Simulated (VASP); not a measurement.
# Si16O (a cell with a defect) in VASP: single point with LDA

Aim: the single point of Si16O (a cell with a defect) with LDA.

Everything below comes from runs of VASP 6.6.1. Logs are shortened: lines on timing, memory, paths and dates and some standing lists are left out, and cuts for length are marked.

## 1. The cell of the first run

The cell holds a defect, 17 atoms: a = 7.679 Å, b = 7.679 Å, c = 7.679 Å, α = 60.00°, β = 60.00°, γ = 60.00°.

## 2. Single point, LDA, collinear spin, ferromagnetic start

File INCAR:

```
PREC = Accurate ; ENCUT = 520
EDIFF = 1E-6 ; ISMEAR = -1
SIGMA = 0.05 ; LREAL = Auto
LASPH = True ; NELM = 150
ALGO = Normal ; ISIF = 2
LWAVE = False ; LCHARG = False
ISPIN = 2 ; MAGMOM = 0 0 0 0 0 0 0 0 0 0 0 0 0 0 0 0 1
LORBIT = 11 ; GGA = CA
NBANDS = 53
```

File KPOINTS:

```
Automatic mesh
0
Gamma
  2 2 2
```

File POSCAR:

```
Si16O
1.0
    0.0000000000      5.4300000000      5.4300000000
    5.4300000000      0.0000000000      5.4300000000
    5.4300000000      5.4300000000      0.0000000000
Si O
16 1
Direct
   -0.0003027914     -0.0105226668      0.0062207431
    0.1252535162      0.1370566614      0.1090995839
   -0.0386444417      0.0509946512      0.4749622845
    0.1328756521      0.0782203507      0.6325926139
   -0.0000836122      0.5064610026     -0.0105994590
    0.1283279130      0.6139509093      0.1268324043
    0.0067457190      0.4497907701      0.5001727834
    0.1195266231      0.5825287322      0.6248827777
    0.4988575855      0.0195044891     -0.0201359095
    0.6254373759      0.1283250476      0.1186100086
    0.5047730361      0.0020692154      0.4935190931
    0.5908463407      0.1780637034      0.6066069740
    0.5025295339      0.5028229089     -0.0114465786
    0.6239345293      0.6440801103      0.1000551231
    0.4772669909      0.5489187777      0.4740872453
    0.6318698114      0.6265205806      0.6137213861
    0.9475903183      0.8169532565      0.5397982263
```

Potentials or basis: VASP PAW LDA potentials, release 64 (Si, O).

The run is started by

```console
> cat potpaw_LDA.64/Si/POTCAR potpaw_LDA.64/O/POTCAR > POTCAR
> mpirun -np 1 vasp_std > vasp.out
```

OUTCAR:

```text
PREC = Accurate
   ENCUT = 520
   EDIFF = 1E-6
   ISMEAR = -1
   LREAL = Auto
   LASPH = True
   NELM = 150
   ISIF = 2
   ISPIN = 2
   LORBIT = 11
   GGA = CA

 ion  position               nearest neighbor table
   1  1.000  0.989  0.006-  10 2.35   6 2.35   4 2.36   2 2.36
   2  0.125  0.137  0.109-   3 2.31   5 2.32   9 2.34   1 2.36
   3  0.961  0.051  0.475-  17 1.65   2 2.31   4 2.32  12 2.32   8 2.94
   4  0.133  0.078  0.633-   3 2.32   7 2.33  11 2.35   1 2.36
   5  1.000  0.506  0.989-   8 2.31   2 2.32   6 2.34  14 2.36
   6  0.128  0.614  0.127-   5 2.34  13 2.35   1 2.35   7 2.36
   7  0.007  0.450  0.500-   8 2.32   4 2.33   6 2.36  16 2.38
   8  0.120  0.583  0.625-  17 1.65   5 2.31  15 2.32   7 2.32   3 2.94
   9  0.499  0.020  0.980-   2 2.34  10 2.35  14 2.35  12 2.35
  10  0.625  0.128  0.119-  13 2.35   9 2.35   1 2.35  11 2.35
  11  0.505  0.002  0.494-  10 2.35   4 2.35  16 2.35  12 2.38
  12  0.591  0.178  0.607-   3 2.32  15 2.33   9 2.35  11 2.38
  13  0.503  0.503  0.989-  10 2.35   6 2.35  14 2.35  16 2.35
  14  0.624  0.644  0.100-  13 2.35  15 2.35   9 2.35   5 2.36
  15  0.477  0.549  0.474-   8 2.32  12 2.33  16 2.35  14 2.35
  16  0.632  0.627  0.614-  13 2.35  15 2.35  11 2.35   7 2.38
  17  0.948  0.817  0.540-   8 1.65   3 1.65

  LATTYP: Found a face centered cubic cell.
 ALAT       =    10.8600000000

  Lattice vectors:

 A1 = (   0.0000000000,   5.4300000000,   5.4300000000)
 A2 = (   5.4300000000,   0.0000000000,   5.4300000000)
 A3 = (   5.4300000000,   5.4300000000,   0.0000000000)

Analysis of symmetry for initial positions (statically):
=====================================================================
 Subroutine PRICEL returns:
 Original cell was already a primitive cell.

 Routine SETGRP: Setting up the symmetry group for a
 face centered cubic supercell.

 Subroutine GETGRP returns: Found  1 space group operations
 (whereof  1 operations were pure point group operations)
 out of a pool of 48 trial point group operations.

The static configuration has the point symmetry C_1 .

Analysis of symmetry for dynamics (positions and initial velocities):
=====================================================================
 Subroutine PRICEL returns:
 Original cell was already a primitive cell.

 Routine SETGRP: Setting up the symmetry group for a
 face centered cubic supercell.

 Subroutine GETGRP returns: Found  1 space group operations
 (whereof  1 operations were pure point group operations)
 out of a pool of 48 trial point group operations.

The dynamic configuration has the point symmetry C_1 .

Analysis of structural, dynamic, and magnetic symmetry:
=====================================================================
 Subroutine PRICEL returns:
 Original cell was already a primitive cell.

 Routine SETGRP: Setting up the symmetry group for a
 face centered cubic supercell.

 Subroutine GETGRP returns: Found  1 space group operations
 (whereof  1 operations were pure point group operations)
 out of a pool of 48 trial point group operations.

The overall configuration has the point symmetry C_1 .

 Subroutine INISYM returns: Found  1 space group operations
 (whereof  1 operations are pure point group operations),
 and found     1 'primitive' translations

----------------------------------------------------------------------------------------

                                     Primitive cell

  volume of cell :     320.2060

  direct lattice vectors                    reciprocal lattice vectors
     0.000000000  5.430000000  5.430000000    -0.092081031  0.092081031  0.092081031
     5.430000000  0.000000000  5.430000000     0.092081031 -0.092081031  0.092081031
     5.430000000  5.430000000  0.000000000     0.092081031  0.092081031 -0.092081031

  length of vectors
     7.679179644  7.679179644  7.679179644     0.159489025  0.159489025  0.159489025

  position of ions in fractional coordinates (direct lattice)
     0.999697209  0.989477333  0.006220743
     0.125253516  0.137056661  0.109099584
     0.961355558  0.050994651  0.474962285
     0.132875652  0.078220351  0.632592614
     0.999916388  0.506461003  0.989400541
     0.128327913  0.613950909  0.126832404
[... 9 lines left out ...]
     0.631869811  0.626520581  0.613721386
     0.947590318  0.816953256  0.539798226

  ion indices of the primitive-cell ions
   primitive index   ion index
                 1           1
                 2           2
                 3           3
                 4           4
                 5           5
                 6           6
[... 9 lines left out ...]
                16          16
                17          17

----------------------------------------------------------------------------------------

 KPOINTS: Automatic mesh

Automatic generation of k-mesh.
 Grid dimensions read from file:
 generate k-points for:    2    2    2

 Generating k-lattice:

  Cartesian coordinates                     Fractional coordinates (reciprocal lattice)
    -0.046040516  0.046040516  0.046040516     0.500000000  0.000000000  0.000000000
     0.046040516 -0.046040516  0.046040516     0.000000000  0.500000000  0.000000000
     0.046040516  0.046040516 -0.046040516     0.000000000  0.000000000  0.500000000

  Length of vectors
     0.079744512  0.079744512  0.079744512

  Shift w.r.t. Gamma in fractional coordinates (k-lattice)
     0.000000000  0.000000000  0.000000000

 Subroutine IBZKPT returns following result:
 ===========================================

 Found      8 irreducible k-points:

 Following reciprocal coordinates:
            Coordinates               Weight
  0.000000  0.000000  0.000000      1.000000
  0.500000  0.000000  0.000000      1.000000
  0.000000  0.500000  0.000000      1.000000
  0.000000  0.000000  0.500000      1.000000
  0.500000  0.500000  0.500000      1.000000
  0.500000  0.500000  0.000000      1.000000
  0.000000  0.500000  0.500000      1.000000
  0.500000  0.000000  0.500000      1.000000
   k-points           NKPTS =      8   k-points in BZ     NKDIM =      8   number of bands    NBANDS=     53
   number of dos      NEDOS =    301   number of ions     NIONS =     17
   total plane-waves  NPLWV = 216000
   dimension x,y,z NGX =    60 NGY =   60 NGZ =   60
   dimension x,y,z NGXF=   120 NGYF=  120 NGZF=  120
   ions per type =              16   1
   NGX,Y,Z   is equivalent  to a cutoff of  12.99, 12.99, 12.99 a.u.
   NGXF,Y,Z  is equivalent  to a cutoff of  25.98, 25.98, 25.98 a.u.
 SYSTEM =  unknown system
   PREC   = accura    normal or accurate (medium, high low for compatibility)
   ISTART =      0    job   : 0-new  1-cont  2-samecut
   ICHARG =      2    charge: 1-file 2-atom 10-const
   ISPIN  =      2    spin polarized calculation?
   LNONCOLLINEAR =      F non collinear calculations
   LSORBIT =      F    spin-orbit coupling
   LASPH  =      T    aspherical Exc in radial PAW
   ENCUT  =  520.0 eV  38.22 Ry    6.18 a.u.  14.28 14.28 14.28*2*pi/ulx,y,z
   NELM   =    150;   NELMIN=  2; NELMDL= -5     # of ELM steps
   EDIFF  = 0.1E-05   stopping-criterion for ELM
   LREAL  =      T    real-space projection
   EDIFFG = 0.1E-04   stopping-criterion for IOM
   NSW    =      0    number of steps for IOM
   IBRION =     -1    ionic relax: 0-MD 1-quasi-New 2-CG
   NFREE  =      0    steps in history (QN), initial steepest desc. (CG)
   ISIF   =      2    stress and relaxation
   ISYM   =      2    0-nonsym 1-usesym 2-fastsym
   POTIM  = 0.5000    time-step for ionic-motion
   TEBEG  =    0.0;   TEEND  =   0.0 temperature during run
   PSTRESS=    0.0 pullay stress
   NELECT =      70.0000    total number of electrons
   NUPDOWN=      -1.0000    fix difference up-down
   EMIN   =  10.00;   EMAX   =-10.00  energy-range for DOS
   EFERMI =   0.00;   METHOD = LEGACY
   ISMEAR =    -1;   SIGMA  =   0.05  broadening in eV -4-tet -1-fermi 0-gaus
   EFERMI_NEDOS =   21; number of points for ismear=-14 and -15
   IALGO  =     38    algorithm
   IMIX   =      4    mixing-type and parameters
     AMIX     =   0.40;   BMIX     =  1.00
     AMIX_MAG =   1.60;   BMIX_MAG =  1.00
  volume/ion in A,a.u.               =      18.84       127.11
  Fermi-wavevector in a.u.,A,eV,Ry     =   0.986199  1.863645 13.232857  0.972588
  Thomas-Fermi vector in A             =   2.117562
   LORBIT       =     11    0 simple, 1 ext, 2 COOP (PROOUT), +10 PAW based schemes
   GGA     = CA    functional components
   LHFCALC =     F    Hartree Fock is set to
   AEXX    =    0.0000 exact exchange contribution
   IVDW    =     0    specifies the selected vdW correction
   LEPSILON=     F    determine dielectric tensor
   LRPA    =     F    only Hartree local field effects (RPA)
 spin polarized calculation
  energy-cutoff  :      520.00
  volume of cell :      320.21
 maximum number of plane-waves:      8646
 NGX is ok and might be reduce to    60
   NGX = 29   NGY = 29   NGZ = 29

 number of electron      70.0000000 magnetization       0.0003117

 number of electron      70.0000000 magnetization      -0.0000601

 Free energy of the ion-electron system (eV)
  ---------------------------------------------------
  ext. energy  EPLUGINS =         0.00000000
  ---------------------------------------------------
  free energy    TOTEN  =      -102.33877218 eV

  energy without entropy =     -102.33579424  energy(sigma->0) =     -102.33728321

 E-fermi :   6.0346     XC(G=0):  -9.7407

 val. band max:        5.8237822534   @ k =   0.0000   0.0000   0.0000
 cond. band min:       6.2230533412   @ k =   0.0000   0.0000   0.0000
 fundamental gap:      0.3992710878
 Fermi energy:         6.0346450663

 spin component 1

 k-point     1 :       0.0000    0.0000    0.0000
  band No.  band energies     occupation
      1     -14.4227      1.00000
      2      -5.8662      1.00000
      3      -4.5560      1.00000
      4      -3.7390      1.00000
      5      -3.7203      1.00000
      6      -3.3691      1.00000
[... 39 lines left out ...]
     46       8.5572      0.00000
     47       8.5891      0.00000
[... 308 lines left out ...]
      6      -4.0210      1.00000
[... 39 lines left out ...]
     46      10.0413      0.00000
     47      10.3360      0.00000
 Fermi energy:         6.0346450663

 spin component 2

 k-point     1 :       0.0000    0.0000    0.0000
  band No.  band energies     occupation
      1     -14.4228      1.00000
      2      -5.8662      1.00000
      3      -4.5561      1.00000
      4      -3.7390      1.00000
      5      -3.7203      1.00000
      6      -3.3691      1.00000
[... 39 lines left out ...]
     46       8.5572      0.00000
     47       8.5891      0.00000
[... 308 lines left out ...]
      6      -4.0210      1.00000
[... 39 lines left out ...]
     46      10.0413      0.00000
     47      10.3360      0.00000
 [bands above 47 left out]

------------------------ aborting loop because EDIFF is reached ----------------------------------------

  FORCE on cell =-STRESS in cart. coord.  units (eV):
  Direction    XX          YY          ZZ          XY          YZ          ZX
  --------------------------------------------------------------------------------------
  -------------------------------------------------------------------------------------
  Total        2.0051652      1.3362640      1.4278317     -2.4064643     -3.0222133      2.1490401
  in kB       10.0330102      6.6861075      7.1442741    -12.0409438    -15.1218949     10.7529003
  external PRESSURE =       7.9544639 kB  Pullay stress =       0.0000000 kB

 VOLUME and BASIS-vectors are now :
 -----------------------------------------------------------------------------
  energy-cutoff  :      520.00
  volume of cell :      320.21
      direct lattice vectors                 reciprocal lattice vectors
     0.000000000  5.430000000  5.430000000    -0.092081031  0.092081031  0.092081031
     5.430000000  0.000000000  5.430000000     0.092081031 -0.092081031  0.092081031
     5.430000000  5.430000000  0.000000000     0.092081031  0.092081031 -0.092081031

 POSITION                                       TOTAL-FORCE (eV/Angst)
 -----------------------------------------------------------------------------------
      5.40664      5.46213     10.80122         0.002507      0.002199      0.001114
      1.33663      1.27254      1.42434        -0.000633     -0.000181     -0.002992
      2.85595      7.79921      5.49706         0.049290     -0.049360      0.034990
      3.85971      4.15649      1.14625         0.003800      0.017676     -0.002347
      8.12253     10.80199      8.17963        -0.007667      0.012899     -0.013926
      4.02245      1.38552      4.03057         0.005227      0.001318      0.003376
[... 9 lines left out ...]
      6.73451      6.76356      6.83306         0.002845     -0.001292      0.006466
      7.36716      8.07652      9.58147         0.020410     -0.038822     -0.021462
 -----------------------------------------------------------------------------------
    total drift:                               -0.001069      0.000008     -0.000953

  FREE ENERGIE OF THE ION-ELECTRON SYSTEM (eV)
  ---------------------------------------------------
  free  energy   TOTEN  =      -102.3387721840 eV

  energy  without entropy=     -102.3357942368  energy(sigma->0) =     -102.33728321

 total charge

# of ion       s       p       d       tot
------------------------------------------
    1        0.747   0.952   0.000   1.700
    2        0.751   0.981   0.000   1.733
    3        0.749   0.959   0.000   1.708
    4        0.752   0.972   0.000   1.724
    5        0.751   0.983   0.000   1.734
    6        0.746   0.958   0.000   1.704
[... 9 lines left out ...]
   16        0.751   0.943   0.000   1.694
   17        1.565   3.598   0.000   5.163
--------------------------------------------------
tot         13.559  18.993   0.000  32.552

 magnetization (x)

# of ion       s       p       d       tot
------------------------------------------
    1        0.000  -0.000   0.000   0.000
    2        0.000   0.000   0.000   0.000
    3       -0.000  -0.000   0.000  -0.000
    4        0.000   0.000   0.000   0.000
    5        0.000   0.000   0.000   0.000
    6        0.000   0.000   0.000   0.000
[... 9 lines left out ...]
   16        0.000  -0.000   0.000   0.000
   17       -0.000  -0.000   0.000  -0.000
--------------------------------------------------
tot         -0.000  -0.000   0.000  -0.000
```

It took 5.5 min on 1 thread of Intel Xeon Platinum 8559C (Emerald Rapids), shared host; peak memory 0.48 GiB.

What came out:

* Free energy: -102.3388 eV
* Pressure: 0.8 GPa
* Largest force: 0.084 eV/Å
* Band gap on the k mesh: 0.40 eV
* Net moment: 0.00 μB per cell
* Valence electrons inside the program's atomic spheres: Si 1.70, 1.73, 1.71, 1.72, 1.69 (each value once); O 5.16

Forces on the atoms (eV/Å):
```
Si   0.003  0.002  0.001
Si  -0.001  0.000 -0.003
Si   0.049 -0.049  0.035
Si   0.004  0.018 -0.002
Si  -0.008  0.013 -0.014
Si   0.005  0.001  0.003
Si  -0.026 -0.024 -0.019
Si  -0.030  0.077 -0.018
Si   0.003  0.003  0.007
Si  -0.002  0.000 -0.001
Si  -0.005 -0.002  0.008
Si  -0.013  0.011 -0.002
Si   0.001  0.000  0.005
Si  -0.006 -0.007  0.004
Si   0.004 -0.003  0.011
Si   0.003 -0.001  0.006
O    0.020 -0.039 -0.021
```

Levels at points of the mesh, in eV from the valence-band top:
Spin up:
```
           k point  band 31  band 32  band 33  band 34  band 35  band 36  band 37  band 38  band 39  band 40
(0.00, 0.00, 0.00)    -0.97    -0.93    -0.33    -0.06     0.00     0.40     0.69     0.71     0.88     1.08
(0.50, 0.00, 0.00)    -1.46    -1.23    -0.79    -0.61    -0.56     1.24     1.33     1.50     1.61     1.67
(0.00, 0.50, 0.00)    -1.41    -0.74    -0.67    -0.66    -0.07     1.07     1.36     1.43     1.46     1.61
(0.00, 0.00, 0.50)    -1.50    -1.24    -0.76    -0.63    -0.57     1.13     1.38     1.51     1.57     1.63
(0.50, 0.50, 0.50)    -1.48    -1.22    -0.81    -0.63    -0.53     1.23     1.33     1.49     1.61     1.71
(0.50, 0.50, 0.00)    -1.51    -1.44    -1.27    -1.19    -0.57     1.21     1.38     2.25     2.33     2.43
(0.00, 0.50, 0.50)    -1.45    -1.38    -1.33    -1.05    -0.93     1.33     1.38     2.24     2.32     2.47
(0.50, 0.00, 0.50)    -1.50    -1.44    -1.27    -1.19    -0.43     1.16     1.38     2.25     2.30     2.42
```
Spin down:
```csv
k point,band 32,band 33,band 34,band 35,band 36,band 37,band 38,band 39
"(0.00, 0.00, 0.00)",-0.93,-0.33,-0.06,0.00,0.40,0.69,0.71,0.88
"(0.50, 0.00, 0.00)",-1.23,-0.79,-0.61,-0.56,1.24,1.33,1.50,1.61
"(0.00, 0.50, 0.00)",-0.74,-0.67,-0.66,-0.07,1.07,1.36,1.43,1.46
"(0.00, 0.00, 0.50)",-1.24,-0.76,-0.63,-0.57,1.13,1.38,1.51,1.57
"(0.50, 0.50, 0.50)",-1.22,-0.81,-0.63,-0.53,1.23,1.33,1.49,1.61
"(0.50, 0.50, 0.00)",-1.44,-1.27,-1.19,-0.57,1.21,1.38,2.25,2.33
"(0.00, 0.50, 0.50)",-1.38,-1.33,-1.05,-0.93,1.33,1.38,2.24,2.32
"(0.50, 0.00, 0.50)",-1.44,-1.27,-1.19,-0.43,1.16,1.38,2.25,2.30
```

Caveat: the k points lie up to 0.50 Å⁻¹ apart.
